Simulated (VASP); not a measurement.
**Hf: single point with PBE**

The system is Hf.

```
Hf
1.0
     3.55633    0.00000    0.00000
    -1.77816    3.07987    0.00000
     0.00000    0.00000    5.05780
Hf
2
Direct
  0.33333 0.66667 0.25000
  0.66667 0.33333 0.75000
```

This cell differs from its parent crystal: strain +0.1125 x Voigt [1, 1, 0, 0, 0, 0].

| Property | Result |
| --- | --- |
| Program | VASP 6.6.1 |
| Task | single point |
| Functional | PBE |
| Potentials or basis | VASP PAW PBE potentials, release 64 (Hf_pv) |
| Cutoff | 520 eV |
| k mesh | 18 × 18 × 10 |
| Occupations | gaussian, width 0.15 eV |
| Spin | no spin polarisation |

* Pressure: -15.1 GPa
* Band gap on the k mesh: zero (band 10 reaches 4.42 eV, above the bottom of band 11 at 3.05 eV)

Stress tensor (GPa, compression positive):
```
-17.47   0.00   0.00
  0.00 -17.47   0.00
  0.00   0.00 -10.42
```

Levels at points of the mesh, in eV from the Fermi level:
| k point | band 6 | band 7 | band 8 | band 9 | band 10 | band 11 | band 12 | band 13 | band 14 | band 15 |
| --- | --- | --- | --- | --- | --- | --- | --- | --- | --- | --- |
| (0.00, 0.00, 0.00) | -30.97 | -6.65 | -2.84 | 0.86 | 0.86 | 0.87 | 1.52 | 1.52 | 1.68 | 1.68 |
| (0.50, 0.00, 0.00) | -31.04 | -3.22 | -2.12 | -1.52 | -1.34 | 0.22 | 1.03 | 1.86 | 3.97 | 4.57 |
| (0.00, 0.00, 0.50) | -31.07 | -4.73 | -4.73 | 0.56 | 0.56 | 0.56 | 0.56 | 0.61 | 0.61 | 3.86 |
| (0.50, 0.00, 0.50) | -31.06 | -2.84 | -2.84 | -0.58 | -0.58 | 0.70 | 0.70 | 1.75 | 1.75 | 4.34 |

Run time: 3.1 min on 1 thread of Intel Xeon 6975P-C, with other jobs on the host, peak memory 0.31 GiB.

Caveat: the cell differs from its parent crystal (strain +0.1125 x Voigt [1, 1, 0, 0, 0, 0]); spin-orbit coupling is left out, which moves the levels of the heavy elements.
